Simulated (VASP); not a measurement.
# SrO (sol2) (R-3m) in VASP: relaxation of the atoms with PBEsol

Aim: the relaxation of the atoms of SrO (sol2) with PBEsol.

Everything below comes from runs of VASP 6.6.1. Logs are shortened: lines on timing, memory, paths and dates and some standing lists are left out, and cuts for length are marked.

### 1 The cell of the first run

The structure is trigonal, space group R-3m (No. 166). The conventional cell has a = 3.632 Å, b = 3.632 Å, c = 8.784 Å, α = 90.00°, β = 90.00°, γ = 120.00°. Sr (site symmetry -3m) has 6 O at 2.56 Å within 3.4 Å. O (site symmetry -3m) has 6 Sr at 2.56 Å within 3.4 Å.

### 2 Relaxation of the atoms, PBEsol (strained cell)

File INCAR:

```
SYSTEM = SrO
PREC = Accurate
ENCUT = 520
EDIFF = 1E-7
ISMEAR = 0
SIGMA = 0.02
LREAL = .FALSE.
LASPH = .TRUE.
NELM = 120
ALGO = Normal
ISIF = 2
LWAVE = .FALSE.
LCHARG = .FALSE.
GGA = PS
IBRION = 2
NSW = 60
EDIFFG = -0.002
GGA_COMPAT = .FALSE.
NELMIN = 4
```

File KPOINTS:

```
Automatic mesh
0
G
  6 6 6
  0 0 0
```

File POSCAR:

```
SrO
1.0
   -0.0216392081      2.5465331913      2.5465331913
    2.5465331913     -0.0216392081      2.5465331913
    2.5465331913      2.5465331913     -0.0216392081
Sr O
1 1
Direct
    0.0000000000      0.0000000000      0.0000000000
    0.5000000000      0.5000000000      0.5000000000
```

Potentials or basis: VASP PAW PBE potentials, release 64 (Sr_sv, O).

On the command line:

```sh
cat potpaw_PBE.64/Sr_sv/POTCAR potpaw_PBE.64/O/POTCAR > POTCAR
mpirun -np 1 vasp_std > vasp.out
```

OUTCAR:

```text
SYSTEM = SrO
   PREC = Accurate
   ENCUT = 520
   EDIFF = 1E-7
   ISMEAR = 0
   LREAL = .FALSE.
   LASPH = .TRUE.
   NELM = 120
   ISIF = 2
   GGA = PS
   IBRION = 2
   NSW = 60
   EDIFFG = -0.002
   NELMIN = 4

 ion  position               nearest neighbor table
   1  0.000  0.000  0.000-   2 2.56   2 2.56   2 2.56   2 2.56   2 2.56   2 2.56
   2  0.500  0.500  0.500-   1 2.56   1 2.56   1 2.56   1 2.56   1 2.56   1 2.56

  LATTYP: Found a trigonal (rhomboedric) cell.
 ALAT       =     3.6014067868
 COS(alpha) =     0.4914847389

  Lattice vectors:

 A1 = (  -0.0216392081,   2.5465331913,   2.5465331913)
 A2 = (   2.5465331913,  -0.0216392081,   2.5465331913)
 A3 = (   2.5465331913,   2.5465331913,  -0.0216392081)

Analysis of symmetry for initial positions (statically):
=====================================================================
 Subroutine PRICEL returns:
 Original cell was already a primitive cell.

 Routine SETGRP: Setting up the symmetry group for a
 trigonal (rhombohedral) supercell.

 Subroutine GETGRP returns: Found 12 space group operations
 (whereof 12 operations were pure point group operations)
 out of a pool of 12 trial point group operations.

The static configuration has the point symmetry D_3d.

Analysis of symmetry for dynamics (positions and initial velocities):
=====================================================================
 Subroutine PRICEL returns:
 Original cell was already a primitive cell.

 Routine SETGRP: Setting up the symmetry group for a
 trigonal (rhombohedral) supercell.

 Subroutine GETGRP returns: Found 12 space group operations
 (whereof 12 operations were pure point group operations)
 out of a pool of 12 trial point group operations.

The dynamic configuration has the point symmetry D_3d.

 Subroutine INISYM returns: Found 12 space group operations
 (whereof 12 operations are pure point group operations),
 and found     1 'primitive' translations

----------------------------------------------------------------------------------------

                                     Primitive cell

  volume of cell :      33.4486

  direct lattice vectors                    reciprocal lattice vectors
    -0.021639208  2.546533191  2.546533191    -0.193860255  0.195521704  0.195521704
     2.546533191 -0.021639208  2.546533191     0.195521704 -0.193860255  0.195521704
     2.546533191  2.546533191 -0.021639208     0.195521704  0.195521704 -0.193860255

  length of vectors
     3.601406787  3.601406787  3.601406787     0.337697012  0.337697012  0.337697012

  position of ions in fractional coordinates (direct lattice)
     0.000000000  0.000000000  0.000000000
     0.500000000  0.500000000  0.500000000

  ion indices of the primitive-cell ions
   primitive index   ion index
                 1           1
                 2           2

----------------------------------------------------------------------------------------

 KPOINTS: Automatic mesh

Automatic generation of k-mesh.
 Grid dimensions read from file:
 generate k-points for:    6    6    6

 Generating k-lattice:

  Cartesian coordinates                     Fractional coordinates (reciprocal lattice)
    -0.032310043  0.032586951  0.032586951     0.166666667  0.000000000 -0.000000000
     0.032586951 -0.032310043  0.032586951     0.000000000  0.166666667 -0.000000000
     0.032586951  0.032586951 -0.032310043     0.000000000  0.000000000  0.166666667

  Length of vectors
     0.056282835  0.056282835  0.056282835

  Shift w.r.t. Gamma in fractional coordinates (k-lattice)
     0.000000000  0.000000000  0.000000000

 Subroutine IBZKPT returns following result:
 ===========================================

 Found     32 irreducible k-points:

 Following reciprocal coordinates:
            Coordinates               Weight
  0.000000  0.000000  0.000000      1.000000
  0.166667  0.000000 -0.000000      6.000000
  0.333333  0.000000 -0.000000      6.000000
  0.500000  0.000000  0.000000      3.000000
  0.166667  0.166667 -0.000000      6.000000
  0.333333  0.166667 -0.000000     12.000000
[... 16 lines left out ...]
  0.500000  0.500000  0.166667      6.000000
 -0.333333  0.500000  0.166667     12.000000
 [... further k-points ...]
   k-points           NKPTS =     32   k-points in BZ     NKDIM =     32   number of bands    NBANDS=     12
   number of dos      NEDOS =    301   number of ions     NIONS =      2
   total plane-waves  NPLWV =  21952
   dimension x,y,z NGX =    28 NGY =   28 NGZ =   28
   dimension x,y,z NGXF=    56 NGYF=   56 NGZF=   56
   ions per type =               1   1
   NGX,Y,Z   is equivalent  to a cutoff of  12.93, 12.93, 12.93 a.u.
   NGXF,Y,Z  is equivalent  to a cutoff of  25.85, 25.85, 25.85 a.u.
 SYSTEM =  SrO
   PREC   = accura    normal or accurate (medium, high low for compatibility)
   ISTART =      0    job   : 0-new  1-cont  2-samecut
   ICHARG =      2    charge: 1-file 2-atom 10-const
   ISPIN  =      1    spin polarized calculation?
   LNONCOLLINEAR =      F non collinear calculations
   LSORBIT =      F    spin-orbit coupling
   LASPH  =      T    aspherical Exc in radial PAW
   ENCUT  =  520.0 eV  38.22 Ry    6.18 a.u.   6.70  6.70  6.70*2*pi/ulx,y,z
   NELM   =    120;   NELMIN=  4; NELMDL= -5     # of ELM steps
   EDIFF  = 0.1E-06   stopping-criterion for ELM
   LREAL  =      F    real-space projection
   EDIFFG = -.2E-02   stopping-criterion for IOM
   NSW    =     60    number of steps for IOM
   IBRION =      2    ionic relax: 0-MD 1-quasi-New 2-CG
   NFREE  =      1    steps in history (QN), initial steepest desc. (CG)
   ISIF   =      2    stress and relaxation
   ISYM   =      2    0-nonsym 1-usesym 2-fastsym
   POTIM  = 0.5000    time-step for ionic-motion
   TEBEG  =    0.0;   TEEND  =   0.0 temperature during run
   PSTRESS=    0.0 pullay stress
   NELECT =      16.0000    total number of electrons
   NUPDOWN=      -1.0000    fix difference up-down
   EMIN   =  10.00;   EMAX   =-10.00  energy-range for DOS
   EFERMI =   0.00;   METHOD = LEGACY
   ISMEAR =     0;   SIGMA  =   0.02  broadening in eV -4-tet -1-fermi 0-gaus
   EFERMI_NEDOS =   21; number of points for ismear=-14 and -15
   IALGO  =     38    algorithm
   IMIX   =      4    mixing-type and parameters
     AMIX     =   0.40;   BMIX     =  1.00
     AMIX_MAG =   1.60;   BMIX_MAG =  1.00
  volume/ion in A,a.u.               =      16.72       112.86
  Fermi-wavevector in a.u.,A,eV,Ry     =   1.280330  2.419473 22.303287  1.639245
  Thomas-Fermi vector in A             =   2.412764
   LORBIT       =      0    0 simple, 1 ext, 2 COOP (PROOUT), +10 PAW based schemes
   GGA     = PS    functional components
   LHFCALC =     F    Hartree Fock is set to
   AEXX    =    0.0000 exact exchange contribution
   IVDW    =     0    specifies the selected vdW correction
   LEPSILON=     F    determine dielectric tensor
   LRPA    =     F    only Hartree local field effects (RPA)
 conjugate gradient relaxation of ions
 non-spin polarized calculation
 Gauss-broadening in eV      SIGMA  =   0.02
  energy-cutoff  :      520.00
  volume of cell :       33.45
 maximum number of plane-waves:       918
   NGX = 13   NGY = 13   NGZ = 13

 number of electron      15.9999996 magnetization

 Free energy of the ion-electron system (eV)
  ---------------------------------------------------
  ext. energy  EPLUGINS =         0.00000000
  ---------------------------------------------------
  free energy    TOTEN  =       -12.63684943 eV

  energy without entropy =      -12.63684943  energy(sigma->0) =      -12.63684943

 E-fermi :   1.7375     XC(G=0): -10.3543

 val. band max:        1.5838373648   @ k =   0.0000   0.0000   0.0000
 cond. band min:       4.7079143638   @ k =   0.5000   0.5000   0.0000
 fundamental gap:      3.1240769990
 Fermi energy:         1.7374592718

 k-point     1 :       0.0000    0.0000    0.0000
  band No.  band energies     occupation
      1     -30.6187      2.00000
      2     -13.4523      2.00000
      3     -12.2567      2.00000
      4     -12.2567      2.00000
      5     -12.2479      2.00000
      6       1.5572      2.00000
      7       1.5572      2.00000
      8       1.5838      2.00000
      9       5.5000      0.00000
     10       7.7036      0.00000
     11       7.7036      0.00000
     12       7.8729      0.00000

 k-point     2 :       0.1667    0.0000   -0.0000
  band No.  band energies     occupation
      1     -30.5817      2.00000
      2     -14.0200      2.00000
      3     -12.2764      2.00000
      4     -12.2722      2.00000
      5     -11.7771      2.00000
      6       0.8067      2.00000
      7       1.2111      2.00000
      8       1.2453      2.00000
      9       6.6731      0.00000
     10       7.5246      0.00000
     11       8.2449      0.00000
     12       8.4025      0.00000

 k-point     3 :       0.3333    0.0000   -0.0000
  band No.  band energies     occupation
      1     -30.5064      2.00000
      2     -14.7333      2.00000
      3     -12.3180      2.00000
      4     -12.3150      2.00000
      5     -11.2417      2.00000
      6      -0.2567      2.00000
      7       0.6220      2.00000
      8       0.6731      2.00000
      9       7.7272      0.00000
     10       8.8246      0.00000
     11       9.5604      0.00000
     12       9.7339      0.00000

 k-point     4 :       0.5000    0.0000    0.0000
  band No.  band energies     occupation
      1     -30.4681      2.00000
      2     -15.0169      2.00000
      3     -12.3404      2.00000
      4     -12.3339      2.00000
      5     -11.0468      2.00000
      6      -0.6909      2.00000
      7       0.3641      2.00000
      8       0.4224      2.00000
      9       8.1095      0.00000
     10       9.9742      0.00000
     11      10.3968      0.00000
     12      10.5718      0.00000

 k-point     5 :       0.1667    0.1667   -0.0000
  band No.  band energies     occupation
      1     -30.5691      2.00000
      2     -14.0146      2.00000
      3     -12.3594      2.00000
      4     -12.3505      2.00000
      5     -11.7405      2.00000
      6       0.4519      2.00000
      7       1.4510      2.00000
      8       1.4708      2.00000
      9       6.6204      0.00000
     10       6.7043      0.00000
     11       8.8702      0.00000
     12       8.9688      0.00000
[... 228 lines left out ...]
      1     -30.4321      2.00000
      2     -14.4580      2.00000
      3     -12.8447      2.00000
      4     -12.6635      2.00000
      5     -11.5685      2.00000
      6       0.1885      2.00000
      7       0.8864      2.00000
      8       0.9511      2.00000
      9       7.7457      0.00000
     10       7.8718      0.00000
     11      10.6614      0.00000
     12      11.7730      0.00000

 k-point    22 :      -0.1667    0.3333    0.1667
  band No.  band energies     occupation
      1     -30.4583      2.00000
      2     -14.4709      2.00000
      3     -12.7096      2.00000
      4     -12.5275      2.00000
      5     -11.5895      2.00000
      6       0.1918      2.00000
      7       0.7267      2.00000
      8       1.2002      2.00000
      9       6.5703      0.00000
     10       8.7695      0.00000
     11      10.4156      0.00000
     12      11.1197      0.00000

 k-point    23 :       0.5000    0.5000    0.1667
  band No.  band energies     occupation
      1     -30.4315      2.00000
      2     -14.1416      2.00000
      3     -12.9223      2.00000
      4     -12.5849      2.00000
      5     -12.0952      2.00000
      6       0.7915      2.00000
      7       1.0558      2.00000
      8       1.1850      2.00000
      9       5.5915      0.00000
     10       9.5316      0.00000
     11      10.7333      0.00000
     12      11.8431      0.00000

 k-point    24 :      -0.3333    0.5000    0.1667
  band No.  band energies     occupation
      1     -30.4205      2.00000
      2     -14.0191      2.00000
      3     -13.1422      2.00000
      4     -12.8191      2.00000
      5     -11.8639      2.00000
      6       0.6502      2.00000
      7       1.1193      2.00000
      8       1.2323      2.00000
      9       6.1362      0.00000
     10       9.1480      0.00000
     11      10.1248      0.00000
     12      12.7203      0.00000

 [... further k-points ...]

------------------------ aborting loop because EDIFF is reached ----------------------------------------

  FORCE on cell =-STRESS in cart. coord.  units (eV):
  Direction    XX          YY          ZZ          XY          YZ          ZX
  --------------------------------------------------------------------------------------
  -------------------------------------------------------------------------------------
  Total        0.2252191      0.2252191      0.2252191      0.0942516      0.0942516      0.0942516
  in kB       10.7879108     10.7879108     10.7879108      4.5146137      4.5146137      4.5146137
  external PRESSURE =      10.7879108 kB  Pullay stress =       0.0000000 kB

 VOLUME and BASIS-vectors are now :
 -----------------------------------------------------------------------------
  energy-cutoff  :      520.00
  volume of cell :       33.45
      direct lattice vectors                 reciprocal lattice vectors
    -0.021639208  2.546533191  2.546533191    -0.193860255  0.195521704  0.195521704
     2.546533191 -0.021639208  2.546533191     0.195521704 -0.193860255  0.195521704
     2.546533191  2.546533191 -0.021639208     0.195521704  0.195521704 -0.193860255

 POSITION                                       TOTAL-FORCE (eV/Angst)
 -----------------------------------------------------------------------------------
      0.00000      0.00000      0.00000        -0.000000      0.000000      0.000000
      2.53571      2.53571      2.53571         0.000000      0.000000     -0.000000
 -----------------------------------------------------------------------------------
    total drift:                                0.000000      0.000000      0.000000

  FREE ENERGIE OF THE ION-ELECTRON SYSTEM (eV)
  ---------------------------------------------------
  free  energy   TOTEN  =       -12.6368494288 eV

  energy  without entropy=      -12.6368494288  energy(sigma->0) =      -12.63684943

 reached required accuracy - stopping structural energy minimisation
```

Wall time 26 s (1 thread of Intel Xeon 8259CL, shared host); peak memory 0.16 GiB.

What came out:

| Item | Value |
| --- | --- |
| Free energy | -12.6368 eV |
| Pressure after relaxing | 1.1 GPa |
| Band gap on the k mesh | 3.12 eV, indirect (least direct gap 3.21 eV) |

Stress tensor (GPa, compression positive):
```
1.08 0.45 0.45
0.45 1.08 0.45
0.45 0.45 1.08
```

Final structure:
```
Sr O
1.0
    -0.02164    2.54653    2.54653
     2.54653   -0.02164    2.54653
     2.54653    2.54653   -0.02164
Sr O
1 1
Direct
  0.00000 0.00000 0.00000
  0.50000 0.50000 0.50000
```

Caveat: the cell differs from its parent crystal (strained cell); the relaxation stopped at its first step, so nothing moved; the PAW data sets were made with another functional, which shifts forces and pressure a little. A k mesh can miss the band edges.
